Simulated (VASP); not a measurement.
# Zn (P6_3/mmc) in VASP: notebook

The runs below take Zn through single point, relaxation of cell and atoms, with PBEsol.

Program: VASP 6.6.1. These are calculated values, not measurements. Logs are shortened: lines on timing, memory, paths and dates and some standing lists are left out, and cuts for length are marked.

**1. The cell of the first run**

It takes space group P6_3/mmc (No. 194, hexagonal). The conventional cell has a = 2.592 Å, b = 2.592 Å, c = 4.902 Å, α = 90.00°, β = 90.00°, γ = 120.00°. Zn (site symmetry -6m2) has 12 Zn at 2.59 to 2.87 Å within 3.4 Å.

**2. Single point, PBEsol**

Contents of INCAR:

```
PREC = Accurate
ENCUT = 520
EDIFF = 1E-7
ISMEAR = 0
SIGMA = 0.1
LREAL = False
LASPH = True
NELM = 80
ALGO = Fast
ISIF = 2
LWAVE = False
LCHARG = True
GGA = PS
LELF = True
LVHAR = True
NBANDS = 19
```

Contents of KPOINTS:

```
regular mesh
0
Gamma
  18 18 8
```

Contents of POSCAR:

```
Zn
1.0
    2.5917016153      0.0000000000      0.0000000000
   -1.2958508077      2.2444794379      0.0000000000
    0.0000000000      0.0000000000      4.9017841589
Zn
2
Direct
    0.3333333333      0.6666666667      0.2500000000
    0.6666666667      0.3333333333      0.7500000000
```

Potentials or basis: VASP PAW PBE potentials, release 64 (Zn).

Started as:

```console
> cat potpaw_PBE.64/Zn/POTCAR > POTCAR
> mpirun -np 1 vasp_std > vasp.out
```

OUTCAR:

```text
PREC = Accurate
   ENCUT = 520
   EDIFF = 1E-7
   ISMEAR = 0
   LREAL = False
   LASPH = True
   NELM = 80
   ISIF = 2
   GGA = PS

 ion  position               nearest neighbor table
   1  0.333  0.667  0.250-   2 2.87   2 2.87   2 2.87   2 2.87   2 2.87   2 2.87
   2  0.667  0.333  0.750-   1 2.87   1 2.87   1 2.87   1 2.87   1 2.87   1 2.87

  LATTYP: Found a hexagonal cell.
 ALAT       =     2.5917016153
 C/A-ratio  =     1.8913381579

  Lattice vectors:

 A1 = (   2.5917016153,   0.0000000000,   0.0000000000)
 A2 = (  -1.2958508077,   2.2444794379,   0.0000000000)
 A3 = (   0.0000000000,   0.0000000000,   4.9017841589)

Analysis of symmetry for initial positions (statically):
=====================================================================
 Subroutine PRICEL returns:
 Original cell was already a primitive cell.

 Routine SETGRP: Setting up the symmetry group for a
 hexagonal supercell.

 Subroutine GETGRP returns: Found 24 space group operations
 (whereof 12 operations were pure point group operations)
 out of a pool of 24 trial point group operations.

The static configuration has the point symmetry D_3d.
 The point group associated with its full space group is D_6h.

Analysis of symmetry for dynamics (positions and initial velocities):
=====================================================================
 Subroutine PRICEL returns:
 Original cell was already a primitive cell.

 Routine SETGRP: Setting up the symmetry group for a
 hexagonal supercell.

 Subroutine GETGRP returns: Found 24 space group operations
 (whereof 12 operations were pure point group operations)
 out of a pool of 24 trial point group operations.

The dynamic configuration has the point symmetry D_3d.
 The point group associated with its full space group is D_6h.

 Subroutine INISYM returns: Found 24 space group operations
 (whereof 12 operations are pure point group operations),
 and found     1 'primitive' translations

----------------------------------------------------------------------------------------

                                     Primitive cell

  volume of cell :      28.5138

  direct lattice vectors                    reciprocal lattice vectors
     2.591701615  0.000000000  0.000000000     0.385846887  0.222768804  0.000000000
    -1.295850808  2.244479438  0.000000000     0.000000000  0.445537608  0.000000000
     0.000000000  0.000000000  4.901784159     0.000000000  0.000000000  0.204007351

  length of vectors
     2.591701615  2.591701615  4.901784159     0.445537608  0.445537608  0.204007351

  position of ions in fractional coordinates (direct lattice)
     0.333333333  0.666666667  0.250000000
     0.666666667  0.333333333  0.750000000

  ion indices of the primitive-cell ions
   primitive index   ion index
                 1           1
                 2           2

----------------------------------------------------------------------------------------

 KPOINTS: regular mesh

Automatic generation of k-mesh.
 Grid dimensions read from file:
 generate k-points for:   18   18    8

 Generating k-lattice:

  Cartesian coordinates                     Fractional coordinates (reciprocal lattice)
     0.021435938  0.012376045  0.000000000     0.055555556  0.000000000  0.000000000
     0.000000000  0.024752089  0.000000000     0.000000000  0.055555556  0.000000000
     0.000000000  0.000000000  0.025500919     0.000000000  0.000000000  0.125000000

  Length of vectors
     0.024752089  0.024752089  0.025500919

  Shift w.r.t. Gamma in fractional coordinates (k-lattice)
     0.000000000  0.000000000  0.000000000

 Subroutine IBZKPT returns following result:
 ===========================================

 Found    185 irreducible k-points:

 Following reciprocal coordinates:
            Coordinates               Weight
  0.000000  0.000000  0.000000      1.000000
  0.055556  0.000000  0.000000      6.000000
  0.111111  0.000000  0.000000      6.000000
  0.166667  0.000000  0.000000      6.000000
  0.222222  0.000000  0.000000      6.000000
  0.277778  0.000000  0.000000      6.000000
[... 16 lines left out ...]
  0.333333  0.111111  0.000000     12.000000
  0.388889  0.111111  0.000000     12.000000
 [... further k-points ...]
   k-points           NKPTS =    185   k-points in BZ     NKDIM =    185   number of bands    NBANDS=     19
   number of dos      NEDOS =    301   number of ions     NIONS =      2
   total plane-waves  NPLWV =  14400
   dimension x,y,z NGX =    20 NGY =   20 NGZ =   36
   dimension x,y,z NGXF=    40 NGYF=   40 NGZF=   72
   ions per type =               2
   NGX,Y,Z   is equivalent  to a cutoff of  12.83, 12.83, 12.21 a.u.
   NGXF,Y,Z  is equivalent  to a cutoff of  25.66, 25.66, 24.42 a.u.
 SYSTEM =  unknown system
   PREC   = accura    normal or accurate (medium, high low for compatibility)
   ISTART =      0    job   : 0-new  1-cont  2-samecut
   ICHARG =      2    charge: 1-file 2-atom 10-const
   ISPIN  =      1    spin polarized calculation?
   LNONCOLLINEAR =      F non collinear calculations
   LSORBIT =      F    spin-orbit coupling
   LASPH  =      T    aspherical Exc in radial PAW
   ENCUT  =  520.0 eV  38.22 Ry    6.18 a.u.   4.82  4.82  9.11*2*pi/ulx,y,z
   NELM   =     80;   NELMIN=  2; NELMDL= -5     # of ELM steps
   EDIFF  = 0.1E-06   stopping-criterion for ELM
   LREAL  =      F    real-space projection
   EDIFFG = 0.1E-05   stopping-criterion for IOM
   NSW    =      0    number of steps for IOM
   IBRION =     -1    ionic relax: 0-MD 1-quasi-New 2-CG
   NFREE  =      0    steps in history (QN), initial steepest desc. (CG)
   ISIF   =      2    stress and relaxation
   ISYM   =      2    0-nonsym 1-usesym 2-fastsym
   POTIM  = 0.5000    time-step for ionic-motion
   TEBEG  =    0.0;   TEEND  =   0.0 temperature during run
   PSTRESS=    0.0 pullay stress
   NELECT =      24.0000    total number of electrons
   NUPDOWN=      -1.0000    fix difference up-down
   EMIN   =  10.00;   EMAX   =-10.00  energy-range for DOS
   EFERMI =   0.00;   METHOD = LEGACY
   ISMEAR =     0;   SIGMA  =   0.10  broadening in eV -4-tet -1-fermi 0-gaus
   EFERMI_NEDOS =   21; number of points for ismear=-14 and -15
   IALGO  =     68    algorithm
   IMIX   =      4    mixing-type and parameters
     AMIX     =   0.40;   BMIX     =  1.00
     AMIX_MAG =   1.60;   BMIX_MAG =  1.00
  volume/ion in A,a.u.               =      14.26        96.21
  Fermi-wavevector in a.u.,A,eV,Ry     =   1.545706  2.920961 32.507147  2.389208
  Thomas-Fermi vector in A             =   2.651047
   LORBIT       =      0    0 simple, 1 ext, 2 COOP (PROOUT), +10 PAW based schemes
   GGA     = PS    functional components
   LHFCALC =     F    Hartree Fock is set to
   AEXX    =    0.0000 exact exchange contribution
   IVDW    =     0    specifies the selected vdW correction
   LEPSILON=     F    determine dielectric tensor
   LRPA    =     F    only Hartree local field effects (RPA)
 non-spin polarized calculation
 RMM-DIIS sequential band-by-band and
 Gauss-broadening in eV      SIGMA  =   0.10
  energy-cutoff  :      520.00
  volume of cell :       28.51
 maximum number of plane-waves:       784
 NGX is ok and might be reduce to    20
   NGX =  9   NGY =  9   NGZ = 19

 number of electron      24.0000004 magnetization

 Free energy of the ion-electron system (eV)
  ---------------------------------------------------
  ext. energy  EPLUGINS =         0.00000000
  ---------------------------------------------------
  free energy    TOTEN  =        -3.17203642 eV

  energy without entropy =       -3.16982766  energy(sigma->0) =       -3.17093204

 E-fermi :   3.5249     XC(G=0): -12.0405

 val. band max:        3.4951959847   @ k =   0.2222   0.0556   0.1250
 cond. band min:       3.5498080699   @ k =   0.0556   0.0000   0.2500
 fundamental gap:      0.0546120852
 Fermi energy:         3.5249239749

 k-point     1 :       0.0000    0.0000    0.0000
  band No.  band energies     occupation
      1      -7.5402      2.00000
      2      -5.5386      2.00000
      3      -4.7149      2.00000
      4      -4.4318      2.00000
      5      -4.4318      2.00000
      6      -4.3794      2.00000
[... 11 lines left out ...]
     18      23.4425      0.00000
     19      23.6911      0.00000

 k-point     2 :       0.0556    0.0000    0.0000
  band No.  band energies     occupation
      1      -7.4428      2.00000
      2      -5.4912      2.00000
      3      -4.7027      2.00000
      4      -4.4437      2.00000
      5      -4.4069      2.00000
      6      -4.3917      2.00000
[... 11 lines left out ...]
     18      22.5069      0.00000
     19      24.7421      0.00000

 k-point     3 :       0.1111    0.0000    0.0000
  band No.  band energies     occupation
      1      -7.1545      2.00000
      2      -5.3610      2.00000
      3      -4.6734      2.00000
      4      -4.4720      2.00000
      5      -4.4178      2.00000
      6      -4.3345      2.00000
[... 11 lines left out ...]
     18      21.6490      0.00000
     19      23.5650      0.00000

 k-point     4 :       0.1667    0.0000    0.0000
  band No.  band energies     occupation
      1      -6.6899      2.00000
      2      -5.1904      2.00000
      3      -4.6477      2.00000
      4      -4.5089      2.00000
      5      -4.4029      2.00000
      6      -4.2810      2.00000
[... 407 lines left out ...]
     18      17.9003      0.00000
     19      18.9777      0.00000

 k-point    23 :       0.3333    0.1111    0.0000
  band No.  band energies     occupation
      1      -5.1182      2.00000
      2      -5.0368      2.00000
      3      -4.8938      2.00000
      4      -4.4194      2.00000
      5      -4.3274      2.00000
      6      -4.2325      2.00000
[... 11 lines left out ...]
     18      17.3957      0.00000
     19      18.5766      0.00000

 k-point    24 :       0.3889    0.1111    0.0000
  band No.  band energies     occupation
      1      -5.1613      2.00000
      2      -5.0645      2.00000
      3      -4.9442      2.00000
      4      -4.4451      2.00000
      5      -4.2712      2.00000
      6      -4.2682      2.00000
[... 11 lines left out ...]
     18      17.0830      0.00000
     19      18.3266      0.00000

 [... further k-points ...]

------------------------ aborting loop because EDIFF is reached ----------------------------------------

  FORCE on cell =-STRESS in cart. coord.  units (eV):
  Direction    XX          YY          ZZ          XY          YZ          ZX
  --------------------------------------------------------------------------------------
  -------------------------------------------------------------------------------------
  Total        0.1035091      0.1035091      0.0403655     -0.0000000     -0.0000000      0.0000000
  in kB        5.8161312      5.8161312      2.2681198     -0.0000000     -0.0000000      0.0000000
  external PRESSURE =       4.6334608 kB  Pullay stress =       0.0000000 kB

 VOLUME and BASIS-vectors are now :
 -----------------------------------------------------------------------------
  energy-cutoff  :      520.00
  volume of cell :       28.51
      direct lattice vectors                 reciprocal lattice vectors
     2.591701615  0.000000000  0.000000000     0.385846887  0.222768804  0.000000000
    -1.295850808  2.244479438  0.000000000     0.000000000  0.445537608  0.000000000
     0.000000000  0.000000000  4.901784159     0.000000000  0.000000000  0.204007351

 POSITION                                       TOTAL-FORCE (eV/Angst)
 -----------------------------------------------------------------------------------
     -0.00000      1.49632      1.22545         0.000000      0.000000      0.000000
      1.29585      0.74816      3.67634        -0.000000      0.000000      0.000000
 -----------------------------------------------------------------------------------
    total drift:                               -0.000000      0.000000      0.000000

  FREE ENERGIE OF THE ION-ELECTRON SYSTEM (eV)
  ---------------------------------------------------
  free  energy   TOTEN  =        -3.1720364193 eV

  energy  without entropy=       -3.1698276561  energy(sigma->0) =       -3.17093204
```

Run time: 1.9 min. Hardware: 1 thread of Intel Xeon Platinum 8259CL at 2.50GHz (Skylake/Cascade Lake), shared host; peak memory 0.2 GiB.

What came out:

- Free energy: -3.1720 eV
- Pressure: 0.5 GPa
- Band gap on the k mesh: zero (bands 12 and 13 overlap by 4.94 eV)

Caveat: the PAW data sets were made with another functional, which shifts forces and pressure a little.

(Part 1 of 2 ends here.)
